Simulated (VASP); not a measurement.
# Si31Ge (a cell with a defect) in VASP: relaxation of cell and atoms with PBE

Aim: the relaxation of cell and atoms of Si31Ge (a cell with a defect) with PBE.

Everything below comes from runs of VASP 6.6.1. Logs are shortened: lines on timing, memory, paths and dates and some standing lists are left out, and cuts for length are marked.

### 1 The cell of the first run

The cell holds a defect, 32 atoms: a = 9.405 Å, b = 9.405 Å, c = 9.405 Å, α = 109.47°, β = 109.47°, γ = 109.47°.

### 2 Relaxation of cell and atoms, PBE

INCAR

```
ALGO = Normal
EDIFF = 1E-6
EDIFFG = -0.002
ENCUT = 600
GGA = PE
IBRION = 2
ISIF = 3
ISMEAR = 0
LASPH = T
LCHARG = F
LREAL = Auto
LWAVE = F
NELM = 80
NSW = 80
PREC = Accurate
SIGMA = 0.01
```

KPOINTS

```
Automatic mesh
0
Gamma
  3 3 3
  0.5 0.5 0.5
```

POSCAR

```
Si31Ge
1.0
   -5.4300000000      5.4300000000      5.4300000000
    5.4300000000     -5.4300000000      5.4300000000
    5.4300000000      5.4300000000     -5.4300000000
Ge Si
1 31
Direct
    0.0000000000      0.0000000000      0.0000000000
    0.0000000000      0.0000000000      0.7500000000
    0.0000000000      0.2500000000      0.5000000000
    0.0000000000      0.2500000000      0.7500000000
    0.0000000000      0.5000000000      0.2500000000
    0.0000000000      0.5000000000      0.5000000000
    0.0000000000      0.7500000000      0.0000000000
    0.0000000000      0.7500000000      0.2500000000
    0.2500000000      0.0000000000      0.5000000000
    0.2500000000      0.0000000000      0.7500000000
    0.2500000000      0.2500000000      0.2500000000
    0.2500000000      0.2500000000      0.5000000000
    0.2500000000      0.5000000000      0.0000000000
    0.2500000000      0.5000000000      0.2500000000
    0.2500000000      0.7500000000      0.0000000000
    0.2500000000      0.7500000000      0.7500000000
    0.5000000000      0.0000000000      0.2500000000
    0.5000000000      0.0000000000      0.5000000000
    0.5000000000      0.2500000000      0.0000000000
    0.5000000000      0.2500000000      0.2500000000
    0.5000000000      0.5000000000      0.0000000000
    0.5000000000      0.5000000000      0.7500000000
    0.5000000000      0.7500000000      0.5000000000
    0.5000000000      0.7500000000      0.7500000000
    0.7500000000      0.0000000000      0.0000000000
    0.7500000000      0.0000000000      0.2500000000
    0.7500000000      0.2500000000      0.0000000000
    0.7500000000      0.2500000000      0.7500000000
    0.7500000000      0.5000000000      0.5000000000
    0.7500000000      0.5000000000      0.7500000000
    0.7500000000      0.7500000000      0.2500000000
    0.7500000000      0.7500000000      0.5000000000
```

Potentials or basis: VASP PAW PBE potentials, release 64 (Ge_d, Si).

Started as:

```sh
cat potpaw_PBE.64/Ge_d/POTCAR potpaw_PBE.64/Si/POTCAR > POTCAR
mpirun -np 1 vasp_std > vasp.out
```

OUTCAR:

```text
EDIFF = 1E-6
   EDIFFG = -0.002
   ENCUT = 600
   GGA = PE
   IBRION = 2
   ISIF = 3
   ISMEAR = 0
   LASPH = T
   LREAL = Auto
   NELM = 80
   NSW = 80
   PREC = Accurate

 ion  position               nearest neighbor table
   1  0.000  0.000  0.000-   2 2.35   7 2.35  11 2.35  25 2.35
   2  0.000  0.000  0.750-   1 2.35   4 2.35  10 2.35  32 2.35
   3  0.000  0.250  0.500-   4 2.35   6 2.35  12 2.35  26 2.35
   4  0.000  0.250  0.750-   2 2.35   3 2.35  13 2.35  28 2.35
   5  0.000  0.500  0.250-   6 2.35   8 2.35  14 2.35  27 2.35
   6  0.000  0.500  0.500-   3 2.35   5 2.35  16 2.35  29 2.35
[... 24 lines left out ...]
  31  0.750  0.750  0.250-   8 2.35  21 2.35  26 2.35  32 2.35
  32  0.750  0.750  0.500-   2 2.35  23 2.35  29 2.35  31 2.35

  LATTYP: Found a body centered cubic cell.
 ALAT       =    10.8600000000

  Lattice vectors:

 A1 = (  -5.4300000000,   5.4300000000,   5.4300000000)
 A2 = (   5.4300000000,  -5.4300000000,   5.4300000000)
 A3 = (   5.4300000000,   5.4300000000,  -5.4300000000)

Analysis of symmetry for initial positions (statically):
=====================================================================
 Subroutine PRICEL returns:
 Original cell was already a primitive cell.

 Routine SETGRP: Setting up the symmetry group for a
 body centered cubic supercell.

 Subroutine GETGRP returns: Found 24 space group operations
 (whereof 24 operations were pure point group operations)
 out of a pool of 48 trial point group operations.

The static configuration has the point symmetry T_d .

Analysis of symmetry for dynamics (positions and initial velocities):
=====================================================================
 Subroutine PRICEL returns:
 Original cell was already a primitive cell.

 Routine SETGRP: Setting up the symmetry group for a
 body centered cubic supercell.

 Subroutine GETGRP returns: Found 24 space group operations
 (whereof 24 operations were pure point group operations)
 out of a pool of 48 trial point group operations.

The dynamic configuration has the point symmetry T_d .

 Subroutine INISYM returns: Found 24 space group operations
 (whereof 24 operations are pure point group operations),
 and found     1 'primitive' translations

----------------------------------------------------------------------------------------

                                     Primitive cell

  volume of cell :     640.4120
[... 150 lines left out ...]
  Fermi-wavevector in a.u.,A,eV,Ry     =   0.981480  1.854728 13.106528  0.963303
  Thomas-Fermi vector in A             =   2.112490
   LORBIT       =      0    0 simple, 1 ext, 2 COOP (PROOUT), +10 PAW based schemes
   GGA     = PE    functional components
   LHFCALC =     F    Hartree Fock is set to
   AEXX    =    0.0000 exact exchange contribution
   IVDW    =     0    specifies the selected vdW correction
   LEPSILON=     F    determine dielectric tensor
   LRPA    =     F    only Hartree local field effects (RPA)
 conjugate gradient relaxation of ions
 non-spin polarized calculation
 Gauss-broadening in eV      SIGMA  =   0.01
  energy-cutoff  :      600.00
  volume of cell :      640.41
 maximum number of plane-waves:     21474
 NGX is ok and might be reduce to    80
   NGX = 37   NGY = 37   NGZ = 37

--------------------------------------- Ionic step        1  -------------------------------------------

 number of electron     137.9999997 magnetization

 Free energy of the ion-electron system (eV)
  ---------------------------------------------------
  ext. energy  EPLUGINS =         0.00000000
  ---------------------------------------------------
  free energy    TOTEN  =      -172.49116923 eV

  energy without entropy =     -172.49116923  energy(sigma->0) =     -172.49116923

------------------------ aborting loop because EDIFF is reached ----------------------------------------

  FORCE on cell =-STRESS in cart. coord.  units (eV):
  Direction    XX          YY          ZZ          XY          YZ          ZX
  --------------------------------------------------------------------------------------
  -------------------------------------------------------------------------------------
  Total        9.7220612      9.7220612      9.7220612     -0.0000000      0.0000000     -0.0000000
  in kB       24.3225695     24.3225695     24.3225695     -0.0000000      0.0000000     -0.0000000
  external PRESSURE =      24.3225695 kB  Pullay stress =       0.0000000 kB
[... 179 lines left out ...]
  FREE ENERGIE OF THE ION-ELECTRON SYSTEM (eV)
  ---------------------------------------------------
  free  energy   TOTEN  =      -172.6330029601 eV

  energy  without entropy=     -172.6330029601  energy(sigma->0) =     -172.63300296

[... ionic steps 4 to 13 ...]

--------------------------------------- Ionic step       14  -------------------------------------------

 number of electron     137.9999999 magnetization

------------------------ aborting loop because EDIFF is reached ----------------------------------------
[... 127 lines left out ...]
--------------------------------------- Ionic step       16  -------------------------------------------

 number of electron     137.9999999 magnetization

 Free energy of the ion-electron system (eV)
  ---------------------------------------------------
  ext. energy  EPLUGINS =         0.00000000
  ---------------------------------------------------
  free energy    TOTEN  =      -172.64831594 eV

  energy without entropy =     -172.64831594  energy(sigma->0) =     -172.64831594

 E-fermi :   5.2764     XC(G=0):  -9.3453

 val. band max:        5.1674126577   @ k =  -0.1667   0.1667   0.1667
 cond. band min:       6.1917764676   @ k =  -0.1667   0.1667   0.1667
 fundamental gap:      1.0243638099
 Fermi energy:         5.2764494395

 k-point     1 :       0.1667    0.1667    0.1667
  band No.  band energies     occupation
      1     -18.5084      2.00000
      2     -18.5084      2.00000
      3     -18.5084      2.00000
      4     -18.4846      2.00000
      5     -18.4846      2.00000
      6      -5.9064      2.00000
[... 325 lines left out ...]
     80       8.6405      0.00000
     81       8.7014      0.00000
 [bands above 81 left out]

------------------------ aborting loop because EDIFF is reached ----------------------------------------

  FORCE on cell =-STRESS in cart. coord.  units (eV):
  Direction    XX          YY          ZZ          XY          YZ          ZX
  --------------------------------------------------------------------------------------
  -------------------------------------------------------------------------------------
  Total       -0.0148058     -0.0148058     -0.0148058      0.0000000      0.0000000     -0.0000000
  in kB       -0.0361100     -0.0361100     -0.0361100      0.0000000      0.0000000     -0.0000000
  external PRESSURE =      -0.0361100 kB  Pullay stress =       0.0000000 kB
[... 47 lines left out ...]
  FREE ENERGIE OF THE ION-ELECTRON SYSTEM (eV)
  ---------------------------------------------------
  free  energy   TOTEN  =      -172.6483159351 eV

  energy  without entropy=     -172.6483159351  energy(sigma->0) =     -172.64831594

 reached required accuracy - stopping structural energy minimisation
```

Wall time 29 min (1 thread of Intel Xeon 6975P-C (Granite Rapids), shared host); peak memory 1.1 GiB.

Results:

```yaml
Free_energy: -172.6483 eV
Relaxed_volume: 20.53 Å³/atom
Relaxed_cell: a = 9.485 Å, b = 9.485 Å, c = 9.485 Å, α = 109.47°, β = 109.47°, γ = 109.47°
Space_group_after_relaxing_to_0.1_Å: I-43m (No. 217)
Energy_gained_by_relaxing: 4.9 meV/atom
Ionic_steps: 16
Pressure_after_relaxing: 0.0 GPa
Band_gap_on_the_k_mesh: 1.02 eV
```

The path:
```tsv
step	energy change (eV)	largest force (eV/Å)	pressure (GPa)	volume (Å³)
1	0.0000	0.4907	2.43	640.41
2	-0.0893	0.1377	-1.57	668.99
3	-0.1418	0.2579	-0.13	657.84
4	-0.1520	0.1093	-0.02	657.17
5	-0.1548	0.0541	0.05	656.64
6	-0.1548	0.0560	0.06	656.56
7	-0.1566	0.0218	-0.04	657.19
8	-0.1568	0.0106	-0.09	657.54
9	-0.1568	0.0111	-0.08	657.47
10	-0.1570	0.0103	0.05	656.48
11	-0.1570	0.0075	0.01	656.81
12	-0.1570	0.0077	0.01	656.83
13	-0.1571	0.0055	0.01	656.85
14	-0.1571	0.0043	0.00	656.88
15	-0.1571	0.0056	0.00	656.89
16	-0.1571	0.0018	0.00	656.92
```

Final structure:
```cif
data_structure
_symmetry_space_group_name_H-M 'P 1'
_symmetry_Int_Tables_number 1
_cell_length_a 9.4852
_cell_length_b 9.4852
_cell_length_c 9.4852
_cell_angle_alpha 109.471
_cell_angle_beta 109.471
_cell_angle_gamma 109.471
_cell_volume 656.92
loop_
_atom_site_label
_atom_site_type_symbol
_atom_site_fract_x
_atom_site_fract_y
_atom_site_fract_z
_atom_site_occupancy
Ge1 Ge 0.00000 0.00000 0.00000 1
Si1 Si 0.00000 0.00000 0.74579 1
Si2 Si 0.00000 0.25033 0.49969 1
Si3 Si 0.00000 0.25047 0.74939 1
Si4 Si 0.00000 0.49969 0.25033 1
Si5 Si 0.00000 0.50000 0.50000 1
Si6 Si 0.00000 0.74579 0.00000 1
Si7 Si 0.00000 0.74939 0.25047 1
Si8 Si 0.25033 0.00000 0.49969 1
Si9 Si 0.25047 0.00000 0.74939 1
Si10 Si 0.25421 0.25421 0.25421 1
Si11 Si 0.25061 0.25061 0.50108 1
Si12 Si 0.25033 0.49969 0.00000 1
Si13 Si 0.25061 0.50108 0.25061 1
Si14 Si 0.25047 0.74939 0.00000 1
Si15 Si 0.24937 0.74967 0.74967 1
Si16 Si 0.49969 0.00000 0.25033 1
Si17 Si 0.50000 0.00000 0.50000 1
Si18 Si 0.49969 0.25033 0.00000 1
Si19 Si 0.50108 0.25061 0.25061 1
Si20 Si 0.50000 0.50000 0.00000 1
Si21 Si 0.50031 0.50031 0.75063 1
Si22 Si 0.50031 0.75063 0.50031 1
Si23 Si 0.49892 0.74953 0.74953 1
Si24 Si 0.74579 0.00000 0.00000 1
Si25 Si 0.74939 0.00000 0.25047 1
Si26 Si 0.74939 0.25047 0.00000 1
Si27 Si 0.74967 0.24937 0.74967 1
Si28 Si 0.75063 0.50031 0.50031 1
Si29 Si 0.74953 0.49892 0.74953 1
Si30 Si 0.74967 0.74967 0.24937 1
Si31 Si 0.74953 0.74953 0.49892 1
```

Levels at points of the mesh, in eV from the valence-band top:
```tsv
k point	band 67	band 68	band 69	band 70	band 71	band 72
(0.50, 0.50, 0.50)	-0.72	-0.72	-0.72	1.51	1.55	1.55
```
